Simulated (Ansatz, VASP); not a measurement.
# Te in VASP and in Ansatz

The input POSCAR:

```
Te
1.0
    2.3059043427      1.3313144930      1.6909537039
   -2.3059043427      1.3313144930      1.6909537039
    0.0000000000     -2.6626289860      1.6909537039
Te
1
Direct
    0.5000000000      0.5000000000      0.5000000000
```

Contents of INCAR.step1:

```
SYSTEM = Te
PREC = Accurate
ENCUT = 520
EDIFF = 1E-5
ISMEAR = -1
SIGMA = 0.05
LREAL = .FALSE.
LASPH = .TRUE.
NELM = 60
ALGO = Normal
ISIF = 2
LWAVE = .TRUE.
LCHARG = .FALSE.
GGA = PE
NBANDS = 9
```

Contents of INCAR.step2:

```
SYSTEM = Te
PREC = Accurate
ENCUT = 520
EDIFF = 1E-6
ISMEAR = -1
SIGMA = 0.05
LREAL = .FALSE.
LASPH = .TRUE.
NELM = 60
ALGO = Normal
ISIF = 2
LWAVE = .FALSE.
LCHARG = .FALSE.
GGA = PE
LHFCALC = .TRUE.
HFSCREEN = 0.2079
PRECFOCK = Normal
ISTART = 1
NBANDS = 9
```

Contents of KPOINTS:

```
regular mesh
0
G
  6 6 6
  0 0 0
```

The input input.yaml:

```yaml
crystal:
  lattice:
    - [2.3059043427, 1.331314493, 1.6909537039]
    - [-2.3059043427, 1.331314493, 1.6909537039]
    - [0.0, -2.662628986, 1.6909537039]
  atoms:
    - { symbol: Te, position: [0.5, 0.5, 0.5] }
kpoints:
  mp_grid: { grid: [6, 6, 6] }
scf:
  occupations: { method: fermi_dirac, width: 0.05 }
hamiltonian:
  xc: hse06
  pseudopotentials: { kind: all_electron, datasets: crystal }
output:
  forces: true
  stress: true
```

Alike in both runs: task single point; functional HSE06; k mesh 6 × 6 × 6; occupations fermi-dirac, width 0.05 eV; no spin polarisation.

```csv
,VASP,Ansatz
version,VASP 6.6.1,Ansatz 0.2.0
potentials or method,"VASP PAW PBE potentials, release 64 (Te), cutoff 520 eV",all-electron PAW datasets made for the crystal
```

```csv
,VASP,Ansatz,Ansatz less VASP
gap on the k mesh at the Fermi level (eV),none,none,-
pressure (GPa),-0.9,-0.3,+0.64
"traceless stress, the component that is largest in VASP (GPa)",1.14,1.11,-0.036
```

A gap of «none» marks a metal or a gap that the smearing closes. Ansatz ran all-electron here, and VASP with PAW potentials.

Neither program's run includes spin-orbit coupling. Noted on Ansatz's run: the k mesh is thin for a metal, which can move the energy by tens of meV per atom.
